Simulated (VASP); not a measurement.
# O (Fd-3m) in VASP: relaxation of the atoms with PBE

Aim: the relaxation of the atoms of O with PBE.

All numbers are computed with VASP 6.6.1; they aren't measurements. Logs are shortened: lines on timing, memory, paths and dates and some standing lists are left out, and cuts for length are marked.

**1. The cell of the first run**

Symmetry: Fd-3m, No. 227, cubic system. Conventional cell: a = 4.342 Å, b = 4.342 Å, c = 4.342 Å, α = 90.00°, β = 90.00°, γ = 90.00°. O (site symmetry -43m) has 4 O at 1.88 Å within 2.5 Å.

**2. Relaxation of the atoms, PBE**

Contents of INCAR:

```
ALGO = Normal ; EDIFF = 1E-7
EDIFFG = -0.01 ; ENCUT = 520
GGA = PE ; GGA_COMPAT = F
IBRION = 2 ; ISIF = 2
ISMEAR = -1 ; LASPH = T
LCHARG = F ; LREAL = F
LWAVE = F ; NELM = 120
NELMIN = 4 ; NSW = 80
PREC = Accurate ; SIGMA = 0.1
```

Contents of KPOINTS:

```
k-points
0
Gamma
  6 6 6
```

Contents of POSCAR:

```
O
1.0
    0.0000000000      2.1708564400      2.1708564400
    2.1708564400      0.0000000000      2.1708564400
    2.1708564400      2.1708564400      0.0000000000
O
2
Direct
    0.2500000000      0.2500000000      0.2500000000
    0.0000000000      0.0000000000      0.0000000000
```

Potentials or basis: VASP PAW PBE potentials, release 64 (O).

Run with:

```console
$ cat potpaw_PBE.64/O/POTCAR > POTCAR
$ mpirun -np 1 vasp_std > vasp.out
```

OUTCAR:

```text
EDIFF = 1E-7
   EDIFFG = -0.01
   ENCUT = 520
   GGA = PE
   IBRION = 2
   ISIF = 2
   ISMEAR = -1
   LASPH = T
   LREAL = F
   NELM = 120
   NELMIN = 4
   NSW = 80
   PREC = Accurate

 ion  position               nearest neighbor table
   1  0.250  0.250  0.250-   2 1.88   2 1.88   2 1.88   2 1.88
   2  0.000  0.000  0.000-   1 1.88   1 1.88   1 1.88   1 1.88

  LATTYP: Found a face centered cubic cell.
 ALAT       =     4.3417128800

  Lattice vectors:

 A1 = (   0.0000000000,   2.1708564400,   2.1708564400)
 A2 = (   2.1708564400,   0.0000000000,   2.1708564400)
 A3 = (   2.1708564400,   2.1708564400,   0.0000000000)

Analysis of symmetry for initial positions (statically):
=====================================================================
 Subroutine PRICEL returns:
 Original cell was already a primitive cell.

 Routine SETGRP: Setting up the symmetry group for a
 face centered cubic supercell.

 Subroutine GETGRP returns: Found 48 space group operations
 (whereof 24 operations were pure point group operations)
 out of a pool of 48 trial point group operations.

The static configuration has the point symmetry T_d .
 The point group associated with its full space group is O_h .

Analysis of symmetry for dynamics (positions and initial velocities):
=====================================================================
 Subroutine PRICEL returns:
 Original cell was already a primitive cell.

 Routine SETGRP: Setting up the symmetry group for a
 face centered cubic supercell.

 Subroutine GETGRP returns: Found 48 space group operations
 (whereof 24 operations were pure point group operations)
 out of a pool of 48 trial point group operations.

The dynamic configuration has the point symmetry T_d .
 The point group associated with its full space group is O_h .

 Subroutine INISYM returns: Found 48 space group operations
 (whereof 24 operations are pure point group operations),
 and found     1 'primitive' translations

----------------------------------------------------------------------------------------

                                     Primitive cell

  volume of cell :      20.4608

  direct lattice vectors                    reciprocal lattice vectors
     0.000000000  2.170856440  2.170856440    -0.230323844  0.230323844  0.230323844
     2.170856440  0.000000000  2.170856440     0.230323844 -0.230323844  0.230323844
     2.170856440  2.170856440  0.000000000     0.230323844  0.230323844 -0.230323844

  length of vectors
     3.070054619  3.070054619  3.070054619     0.398932600  0.398932600  0.398932600

  position of ions in fractional coordinates (direct lattice)
     0.250000000  0.250000000  0.250000000
     0.000000000  0.000000000  0.000000000

  ion indices of the primitive-cell ions
   primitive index   ion index
                 1           1
                 2           2

----------------------------------------------------------------------------------------

 KPOINTS: k-points

Automatic generation of k-mesh.
 Grid dimensions read from file:
 generate k-points for:    6    6    6

 Generating k-lattice:

  Cartesian coordinates                     Fractional coordinates (reciprocal lattice)
    -0.038387307  0.038387307  0.038387307     0.166666667  0.000000000  0.000000000
     0.038387307 -0.038387307  0.038387307     0.000000000  0.166666667  0.000000000
     0.038387307  0.038387307 -0.038387307     0.000000000  0.000000000  0.166666667

  Length of vectors
     0.066488767  0.066488767  0.066488767

  Shift w.r.t. Gamma in fractional coordinates (k-lattice)
     0.000000000  0.000000000  0.000000000

 Subroutine IBZKPT returns following result:
 ===========================================

 Found     16 irreducible k-points:

 Following reciprocal coordinates:
            Coordinates               Weight
  0.000000  0.000000  0.000000      1.000000
  0.166667  0.000000  0.000000      8.000000
  0.333333  0.000000  0.000000      8.000000
  0.500000  0.000000  0.000000      4.000000
  0.166667  0.166667  0.000000      6.000000
  0.333333  0.166667  0.000000     24.000000
[... 8 lines left out ...]
 -0.333333  0.333333  0.166667     24.000000
 -0.333333  0.500000  0.166667     12.000000
   k-points           NKPTS =     16   k-points in BZ     NKDIM =     16   number of bands    NBANDS=     10
   number of dos      NEDOS =    301   number of ions     NIONS =      2
   total plane-waves  NPLWV =  13824
   dimension x,y,z NGX =    24 NGY =   24 NGZ =   24
   dimension x,y,z NGXF=    48 NGYF=   48 NGZF=   48
   ions per type =               2
   NGX,Y,Z   is equivalent  to a cutoff of  13.00, 13.00, 13.00 a.u.
   NGXF,Y,Z  is equivalent  to a cutoff of  25.99, 25.99, 25.99 a.u.
 SYSTEM =  unknown system
   PREC   = accura    normal or accurate (medium, high low for compatibility)
   ISTART =      0    job   : 0-new  1-cont  2-samecut
   ICHARG =      2    charge: 1-file 2-atom 10-const
   ISPIN  =      1    spin polarized calculation?
   LNONCOLLINEAR =      F non collinear calculations
   LSORBIT =      F    spin-orbit coupling
   LASPH  =      T    aspherical Exc in radial PAW
   ENCUT  =  520.0 eV  38.22 Ry    6.18 a.u.   5.71  5.71  5.71*2*pi/ulx,y,z
   NELM   =    120;   NELMIN=  4; NELMDL= -5     # of ELM steps
   EDIFF  = 0.1E-06   stopping-criterion for ELM
   LREAL  =      F    real-space projection
   EDIFFG = -.1E-01   stopping-criterion for IOM
   NSW    =     80    number of steps for IOM
   IBRION =      2    ionic relax: 0-MD 1-quasi-New 2-CG
   NFREE  =      1    steps in history (QN), initial steepest desc. (CG)
   ISIF   =      2    stress and relaxation
   ISYM   =      2    0-nonsym 1-usesym 2-fastsym
   POTIM  = 0.5000    time-step for ionic-motion
   TEBEG  =    0.0;   TEEND  =   0.0 temperature during run
   PSTRESS=    0.0 pullay stress
   NELECT =      12.0000    total number of electrons
   NUPDOWN=      -1.0000    fix difference up-down
   EMIN   =  10.00;   EMAX   =-10.00  energy-range for DOS
   EFERMI =   0.00;   METHOD = LEGACY
   ISMEAR =    -1;   SIGMA  =   0.10  broadening in eV -4-tet -1-fermi 0-gaus
   EFERMI_NEDOS =   21; number of points for ismear=-14 and -15
   IALGO  =     38    algorithm
   IMIX   =      4    mixing-type and parameters
     AMIX     =   0.40;   BMIX     =  1.00
     AMIX_MAG =   1.60;   BMIX_MAG =  1.00
  volume/ion in A,a.u.               =      10.23        69.04
  Fermi-wavevector in a.u.,A,eV,Ry     =   1.370337  2.589562 25.549351  1.877824
  Thomas-Fermi vector in A             =   2.496132
   LORBIT       =      0    0 simple, 1 ext, 2 COOP (PROOUT), +10 PAW based schemes
   GGA     = PE    functional components
   LHFCALC =     F    Hartree Fock is set to
   AEXX    =    0.0000 exact exchange contribution
   IVDW    =     0    specifies the selected vdW correction
   LEPSILON=     F    determine dielectric tensor
   LRPA    =     F    only Hartree local field effects (RPA)
 conjugate gradient relaxation of ions
 non-spin polarized calculation
  energy-cutoff  :      520.00
  volume of cell :       20.46
 maximum number of plane-waves:       568
   NGX = 11   NGY = 11   NGZ = 11

 number of electron      11.9999993 magnetization

 Free energy of the ion-electron system (eV)
  ---------------------------------------------------
  ext. energy  EPLUGINS =         0.00000000
  ---------------------------------------------------
  free energy    TOTEN  =        -6.19529881 eV

  energy without entropy =       -6.14538466  energy(sigma->0) =       -6.17034173

 E-fermi :   0.8931     XC(G=0): -10.1617

 val. band max:        0.7970903579   @ k =  -0.1667   0.1667   0.0000
 cond. band min:       0.9350151934   @ k =  -0.3333   0.1667   0.0000
 fundamental gap:      0.1379248355
 Fermi energy:         0.8931334737

 k-point     1 :       0.0000    0.0000    0.0000
  band No.  band energies     occupation
      1     -20.9357      2.00000
      2     -12.5723      2.00000
      3      -3.0531      2.00000
      4      -3.0531      2.00000
      5      -3.0531      2.00000
      6       0.2030      1.99799
      7       0.2030      1.99799
      8       0.2030      1.99799
      9      10.8784      0.00000
     10      24.8429      0.00000

 k-point     2 :       0.1667    0.0000    0.0000
  band No.  band energies     occupation
      1     -20.6041      2.00000
      2     -13.2007      2.00000
      3      -3.3572      2.00000
      4      -3.3572      2.00000
      5      -3.3453      2.00000
      6       0.5555      1.93394
      7       0.5555      1.93394
      8       0.5696      1.92429
      9      11.7135      0.00000
     10      22.1649      0.00000

 k-point     3 :       0.3333    0.0000    0.0000
  band No.  band energies     occupation
      1     -19.7499      2.00000
      2     -14.5939      2.00000
      3      -4.0035      2.00000
      4      -3.8305      2.00000
      5      -3.8305      2.00000
      6       1.1075      0.20978
      7       1.1075      0.20978
      8       1.5598      0.00254
      9      13.3113      0.00000
     10      18.9632      0.00000

 k-point     4 :       0.5000    0.0000    0.0000
  band No.  band energies     occupation
      1     -19.1189      2.00000
      2     -15.4750      2.00000
      3      -4.3219      2.00000
      4      -4.0266      2.00000
      5      -4.0266      2.00000
      6       1.3333      0.02421
      7       1.3333      0.02421
      8       2.1271      0.00001
      9      14.4211      0.00000
     10      17.1234      0.00000
[... 118 lines left out ...]
 k-point    14 :       0.5000    0.3333    0.1667
  band No.  band energies     occupation
      1     -18.9563      2.00000
      2     -15.5949      2.00000
      3      -5.4406      2.00000
      4      -4.6129      2.00000
      5      -1.8328      2.00000
      6      -0.0147      1.99977
      7       1.9865      0.00004
      8       2.2146      0.00000
      9      13.8800      0.00000
     10      16.0420      0.00000

 k-point    15 :      -0.3333    0.3333    0.1667
  band No.  band energies     occupation
      1     -18.2614      2.00000
      2     -16.4024      2.00000
      3      -5.7996      2.00000
      4      -4.8744      2.00000
      5      -1.6000      2.00000
      6       0.2587      1.99649
      7       2.1082      0.00001
      8       2.3897      0.00000
      9      14.1737      0.00000
     10      15.4503      0.00000

 k-point    16 :      -0.3333    0.5000    0.1667
  band No.  band energies     occupation
      1     -17.3543      2.00000
      2     -17.3543      2.00000
      3      -5.4544      2.00000
      4      -5.4544      2.00000
      5      -0.7828      2.00000
      6      -0.7828      2.00000
      7       2.4795      0.00000
      8       2.4795      0.00000
      9      14.5086      0.00000
     10      14.5086      0.00000

------------------------ aborting loop because EDIFF is reached ----------------------------------------

  FORCE on cell =-STRESS in cart. coord.  units (eV):
  Direction    XX          YY          ZZ          XY          YZ          ZX
  --------------------------------------------------------------------------------------
  -------------------------------------------------------------------------------------
  Total        0.6940215      0.6940215      0.6940215     -0.0000000      0.0000000      0.0000000
  in kB       54.3450768     54.3450768     54.3450768     -0.0000000      0.0000000      0.0000000
  external PRESSURE =      54.3450768 kB  Pullay stress =       0.0000000 kB

 VOLUME and BASIS-vectors are now :
 -----------------------------------------------------------------------------
  energy-cutoff  :      520.00
  volume of cell :       20.46
      direct lattice vectors                 reciprocal lattice vectors
     0.000000000  2.170856440  2.170856440    -0.230323844  0.230323844  0.230323844
     2.170856440  0.000000000  2.170856440     0.230323844 -0.230323844  0.230323844
     2.170856440  2.170856440  0.000000000     0.230323844  0.230323844 -0.230323844

 POSITION                                       TOTAL-FORCE (eV/Angst)
 -----------------------------------------------------------------------------------
      1.08543      1.08543      1.08543        -0.000000      0.000000     -0.000000
      0.00000      0.00000      0.00000         0.000000     -0.000000      0.000000
 -----------------------------------------------------------------------------------
    total drift:                               -0.000000     -0.000000      0.000000

  FREE ENERGIE OF THE ION-ELECTRON SYSTEM (eV)
  ---------------------------------------------------
  free  energy   TOTEN  =        -6.1952988099 eV

  energy  without entropy=       -6.1453846577  energy(sigma->0) =       -6.17034173

 reached required accuracy - stopping structural energy minimisation
```

It took 3.4 s on 1 thread of Intel Xeon Platinum 8259CL at 2.50GHz (Skylake/Cascade Lake), shared host; peak memory 0.13 GiB.

What came out:

* Free energy: -6.1953 eV
* Pressure after relaxing: 5.4 GPa
* Band gap on the k mesh: zero (bands 6 and 7 overlap by 1.13 eV)

Final structure:
```cif
data_structure
_symmetry_space_group_name_H-M 'P 1'
_symmetry_Int_Tables_number 1
_cell_length_a 3.0701
_cell_length_b 3.0701
_cell_length_c 3.0701
_cell_angle_alpha 60.000
_cell_angle_beta 60.000
_cell_angle_gamma 60.000
_cell_volume 20.46
loop_
_atom_site_label
_atom_site_type_symbol
_atom_site_fract_x
_atom_site_fract_y
_atom_site_fract_z
_atom_site_occupancy
O1 O 0.25000 0.25000 0.25000 1
O2 O 0.00000 0.00000 0.00000 1
```

Caveat: the k points lie up to 0.42 Å⁻¹ apart, too coarse for converged energies and pressures of a metal; the relaxation stopped at its first step, so nothing moved.
